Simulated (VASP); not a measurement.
# TePb (I4/mmm) in VASP: notebook, part 2 of 2

VASP 6.6.1. Earlier steps stand in the parts before.

## (3) Electric field gradients, PBEsol (equal xx and yy strain of -1 %)

INCAR

```
PREC = Accurate ; ENCUT = 520
EDIFF = 1E-8 ; ISMEAR = -1
SIGMA = 0.03 ; LREAL = False
LASPH = True ; NELM = 60
ALGO = Normal ; ISIF = 2
LWAVE = False ; LCHARG = False
GGA = PS ; LEFG = True
NBANDS = 17
```

KPOINTS

```
regular mesh
0
Gamma
  10 10 10
```

POSCAR

```
TePb
1.0
    0.0000000000      3.1947300000      3.2270000000
    3.1947300000      0.0000000000      3.2270000000
    3.1947300000      3.1947300000      0.0000000000
Te Pb
1 1
Direct
    0.5000000000      0.5000000000      0.5000000000
    0.0000000000      0.0000000000      0.0000000000
```

Potentials or basis: VASP PAW PBE potentials, release 64 (Te, Pb_d).

Started as:

```console
> cat potpaw_PBE.64/Te/POTCAR potpaw_PBE.64/Pb_d/POTCAR > POTCAR
> mpirun -np 1 vasp_std > vasp.out
```

OUTCAR:

```text
PREC = Accurate
   ENCUT = 520
   EDIFF = 1E-8
   ISMEAR = -1
   LREAL = False
   LASPH = True
   NELM = 60
   ISIF = 2
   GGA = PS

 ion  position               nearest neighbor table
   1  0.500  0.500  0.500-   2 3.19   2 3.19   2 3.19   2 3.19   2 3.23   2 3.23
   2  0.000  0.000  0.000-   1 3.19   1 3.19   1 3.19   1 3.19   1 3.23   1 3.23

  LATTYP: Found a body centered tetragonal cell.
 ALAT       =     4.5180304941
 C/A-ratio  =     1.4284985479

  Lattice vectors:

 A1 = (  -3.1947300000,   0.0000000000,   3.2270000000)
 A2 = (   3.1947300000,   0.0000000000,   3.2270000000)
[... 693 lines left out ...]
  free  energy   TOTEN  =        -8.2552369137 eV

  energy  without entropy=       -8.2552367052  energy(sigma->0) =       -8.25523681

 Electric field gradients (V/A^2)
---------------------------------------------------------------------
 ion       V_xx      V_yy      V_zz      V_xy      V_xz      V_yz
---------------------------------------------------------------------
   1      -2.571    -2.571     5.142    -0.000    -0.000    -0.000
   2     -16.545   -16.545    33.090     0.001     0.001     0.001
---------------------------------------------------------------------

 Electric field gradients after diagonalization (V/A^2)
 (convention: |V_zz| > |V_xx| > |V_yy|)
----------------------------------------------------------------------
 ion       V_xx      V_yy      V_zz     asymmetry (V_yy - V_xx)/ V_zz
----------------------------------------------------------------------
   1      -2.571    -2.571     5.142       0.000
   2     -16.546   -16.544    33.090       0.000
----------------------------------------------------------------------

           NMR quadrupolar parameters

 Cq : quadrupolar parameter    Cq=e*Q*V_zz/h
 eta: asymmetry parameters     (V_yy - V_xx)/ V_zz
 Q  : nuclear electric quadrupole moment in mb (millibarn)
----------------------------------------------------------------------
 ion       Cq(MHz)       eta       Q (mb)
----------------------------------------------------------------------
   1       0.012       0.000       1.000
   2       0.080       0.000       1.000
----------------------------------------------------------------------
```

stdout:

```text
POSCAR found type information on POSCAR TePb
 POSCAR found :  2 types and       2 ions
 scaLAPACK will be used
 -----------------------------------------------------------------------------
|                                                                             |
|                                                                             |
|     You enforced a specific xc type in the INCAR file but a different       |
|     I HOPE YOU KNOW WHAT YOU ARE DOING!                                     |
|                                                                             |
 -----------------------------------------------------------------------------

 LDA part: xc-table for (Slater+PW92), standard interpolation
 POSCAR, INCAR and KPOINTS ok, starting setup
 FFT: planning ... GRIDC
 FFT: planning ... GRID_SOFT
 FFT: planning ... GRID
 WAVECAR not read
 entering main loop
ion   1

ion   2
```

Run time: 2.9 min. Hardware: 1 thread of Intel Xeon 8259CL, shared host; peak memory 0.28 GiB.

Results:

```yaml
Free_energy: -8.2552 eV
Pressure: 0.7 GPa
Band_gap_on_the_k_mesh: 0.61 eV
Largest_electric_field_gradient_by_atom: Te +5.1; Pb +33.1 V/Å²
```

Stress tensor (GPa, compression positive):
```
 1.11  0.00  0.00
 0.00  1.11  0.00
 0.00  0.00 -0.17
```

Electric field gradients, principal values (V/Å²):
```csv
atom,least,middle,greatest (by size)
1 Te,-2.571,-2.571,5.142
2 Pb,-16.544,-16.546,33.090
```

Caveat: the cell differs from its parent crystal (equal xx and yy strain of -1 %); without QUAD_EFG the Cq values of the log hold for a quadrupole moment of 1 mb, not for the nuclei; the PAW data sets were made with another functional, which shifts forces and pressure a little; spin-orbit coupling is left out, which moves the levels of the heavy elements. A k mesh can miss the band edges.

## (4) Electric field gradients, PBEsol (equal xx and yy strain of +1 %)

INCAR

```
SYSTEM = TePb
PREC     = Accurate       ! precision mode
ENCUT    = 520            ! plane-wave cutoff, eV
EDIFF    = 1E-8           ! SCF threshold, eV
ISMEAR   = -1             ! smearing method
SIGMA    = 0.03           ! smearing width, eV
LREAL    = .FALSE.        ! projectors in reciprocal space
LASPH    = .TRUE.         ! aspherical terms in the spheres
NELM     = 60             ! most SCF steps
ALGO     = Normal         ! electronic algorithm
ISIF     = 2              ! what is computed and relaxed
LWAVE    = .FALSE.        ! write WAVECAR
LCHARG   = .FALSE.        ! write CHGCAR
GGA      = PS             ! functional
LEFG     = .TRUE.       
NBANDS   = 17             ! bands
```

KPOINTS

```
Automatic mesh
0
G
  10 10 10
  0 0 0
```

POSCAR

```
TePb
1.0
    0.0000000000      3.2592700000      3.2270000000
    3.2592700000      0.0000000000      3.2270000000
    3.2592700000      3.2592700000      0.0000000000
Te Pb
1 1
Direct
    0.5000000000      0.5000000000      0.5000000000
    0.0000000000      0.0000000000      0.0000000000
```

Potentials or basis: VASP PAW PBE potentials, release 64 (Te, Pb_d).

Started as:

```console
> cat potpaw_PBE.64/Te/POTCAR potpaw_PBE.64/Pb_d/POTCAR > POTCAR
> mpirun -np 1 vasp_std > vasp.out
```

OUTCAR:

```text
SYSTEM = TePb
   PREC = Accurate
   ENCUT = 520
   EDIFF = 1E-8
   ISMEAR = -1
   LREAL = .FALSE.
   LASPH = .TRUE.
   NELM = 60
   ISIF = 2
   GGA = PS

 ion  position               nearest neighbor table
   1  0.500  0.500  0.500-   2 3.23   2 3.23   2 3.26   2 3.26   2 3.26   2 3.26
   2  0.000  0.000  0.000-   1 3.23   1 3.23   1 3.26   1 3.26   1 3.26   1 3.26

  LATTYP: Found a body centered tetragonal cell.
 ALAT       =     4.6093038374
 C/A-ratio  =     1.4002114479

  Lattice vectors:

 A1 = (   0.0000000000,  -3.2592700000,  -3.2270000000)
 A2 = (   0.0000000000,   3.2592700000,  -3.2270000000)
 A3 = (   3.2592700000,   0.0000000000,   3.2270000000)

Analysis of symmetry for initial positions (statically):
=====================================================================
 Subroutine PRICEL returns:
 Original cell was already a primitive cell.

 Routine SETGRP: Setting up the symmetry group for a
[... 669 lines left out ...]
  energy-cutoff  :      520.00
  volume of cell :       68.56
      direct lattice vectors                 reciprocal lattice vectors
     0.000000000  3.259270000  3.227000000    -0.153408585  0.153408585  0.154942671
     3.259270000  0.000000000  3.227000000     0.153408585 -0.153408585  0.154942671
     3.259270000  3.259270000  0.000000000     0.153408585  0.153408585 -0.154942671

 POSITION                                       TOTAL-FORCE (eV/Angst)
 -----------------------------------------------------------------------------------
      3.25927      3.25927      3.22700         0.000000     -0.000000     -0.000000
      0.00000      0.00000      0.00000        -0.000000      0.000000      0.000000
 -----------------------------------------------------------------------------------
    total drift:                               -0.000000      0.000000      0.000000

  FREE ENERGIE OF THE ION-ELECTRON SYSTEM (eV)
  ---------------------------------------------------
  free  energy   TOTEN  =        -8.2520984084 eV

  energy  without entropy=       -8.2520983509  energy(sigma->0) =       -8.25209838

 Electric field gradients (V/A^2)
---------------------------------------------------------------------
 ion       V_xx      V_yy      V_zz      V_xy      V_xz      V_yz
---------------------------------------------------------------------
   1       2.280     2.280    -4.560    -0.000    -0.000    -0.000
   2      15.895    15.895   -31.791    -0.000    -0.000    -0.000
---------------------------------------------------------------------

 Electric field gradients after diagonalization (V/A^2)
 (convention: |V_zz| > |V_xx| > |V_yy|)
----------------------------------------------------------------------
 ion       V_xx      V_yy      V_zz     asymmetry (V_yy - V_xx)/ V_zz
----------------------------------------------------------------------
   1       2.280     2.280    -4.560       0.000
   2      15.895    15.895   -31.791       0.000
----------------------------------------------------------------------

           NMR quadrupolar parameters

 Cq : quadrupolar parameter    Cq=e*Q*V_zz/h
 eta: asymmetry parameters     (V_yy - V_xx)/ V_zz
 Q  : nuclear electric quadrupole moment in mb (millibarn)
----------------------------------------------------------------------
 ion       Cq(MHz)       eta       Q (mb)
----------------------------------------------------------------------
   1      -0.011       0.000       1.000
   2      -0.077       0.000       1.000
----------------------------------------------------------------------
```

OSZICAR:

```text
N       E                     dE             d eps       ncg     rms          rms(c)
DAV:   1     0.151593758602E+03    0.15159E+03   -0.90883E+03  3476   0.112E+03
DAV:   2     0.208434508150E+01   -0.14951E+03   -0.14508E+03  3639   0.294E+02
DAV:   3    -0.810132875828E+01   -0.10186E+02   -0.10123E+02  4536   0.831E+01
DAV:   4    -0.836865583035E+01   -0.26733E+00   -0.26717E+00  4381   0.153E+01
DAV:   5    -0.837930587907E+01   -0.10650E-01   -0.10650E-01  5001   0.274E+00    0.321E+00
DAV:   6    -0.825764740273E+01    0.12166E+00   -0.26518E-01  5094   0.378E+00    0.197E+00
DAV:   7    -0.825176693026E+01    0.58805E-02   -0.74610E-02  4529   0.140E+00    0.875E-01
DAV:   8    -0.825223289790E+01   -0.46597E-03   -0.87270E-03  4403   0.938E-01    0.121E-01
DAV:   9    -0.825209303951E+01    0.13986E-03   -0.13180E-03  5261   0.357E-01    0.483E-02
DAV:  10    -0.825209662323E+01   -0.35837E-05   -0.11342E-04  4605   0.887E-02    0.223E-02
DAV:  11    -0.825209850526E+01   -0.18820E-05   -0.17783E-05  4503   0.284E-02    0.961E-03
DAV:  12    -0.825209859328E+01   -0.88021E-07   -0.98165E-07  4646   0.106E-02    0.706E-03
DAV:  13    -0.825209839737E+01    0.19592E-06   -0.14914E-07  4661   0.337E-03    0.324E-03
DAV:  14    -0.825209840957E+01   -0.12204E-07   -0.12040E-07  4669   0.274E-03    0.457E-04
DAV:  15    -0.825209840840E+01    0.11694E-08   -0.83366E-09  2433   0.557E-04
   1 F= -.82520984E+01 E0= -.82520984E+01  d E =-.575445E-07
```

stdout:

```text
POSCAR found type information on POSCAR TePb
 POSCAR found :  2 types and       2 ions
 scaLAPACK will be used
 -----------------------------------------------------------------------------
|                                                                             |
|                                                                             |
|     You enforced a specific xc type in the INCAR file but a different       |
|     I HOPE YOU KNOW WHAT YOU ARE DOING!                                     |
|                                                                             |
 -----------------------------------------------------------------------------

 LDA part: xc-table for (Slater+PW92), standard interpolation
 POSCAR, INCAR and KPOINTS ok, starting setup
 FFT: planning ... GRIDC
 FFT: planning ... GRID_SOFT
 FFT: planning ... GRID
 WAVECAR not read
 entering main loop
ion   1

ion   2
```

It took 2.6 min on 1 thread of Intel Xeon 8259CL, shared host; peak memory 0.29 GiB.

Results:

* Free energy: -8.2521 eV
* Pressure: -1.1 GPa
* Band gap on the k mesh: 0.70 eV
* Largest electric field gradient by atom: Te -4.6; Pb -31.8 V/Å²

Electric field gradients, principal values (V/Å²):
```
atom   least  middle  greatest (by size)
1 Te   2.280   2.280              -4.560
2 Pb  15.895  15.895             -31.791
```

Caveat: the cell differs from its parent crystal (equal xx and yy strain of +1 %); without QUAD_EFG the Cq values of the log hold for a quadrupole moment of 1 mb, not for the nuclei; the PAW data sets were made with another functional, which shifts forces and pressure a little; spin-orbit coupling is left out, which moves the levels of the heavy elements.

## (5) Summary

```tsv
cell	gap on the mesh (eV)	pressure (GPa)
a = 4.518, b = 4.518, c = 4.472 Å, angles 60.3, 60.3, 59.3°, 2 atoms	0.55	1.8
a = 4.541, b = 4.541, c = 4.518 Å, angles 60.2, 60.2, 59.7°, 2 atoms	0.61	0.7
a = 4.587, b = 4.587, c = 4.609 Å, angles 59.8, 59.8, 60.3°, 2 atoms	0.70	-1.1
```

Alike in all rows: task electric field gradients; level PBEsol; potentials or basis VASP PAW PBE potentials, release 64 (Te, Pb_d); no spin polarisation; k mesh 10 × 10 × 10; cutoff (eV) 520; smearing fermi-dirac 0.03 eV.

Caveats: the PAW data sets were made with another functional, which shifts forces and pressure a little; spin-orbit coupling is left out, which moves the levels of the heavy elements.

Total energies depend on the potentials used, so only differences within one code and one set of settings carry meaning.
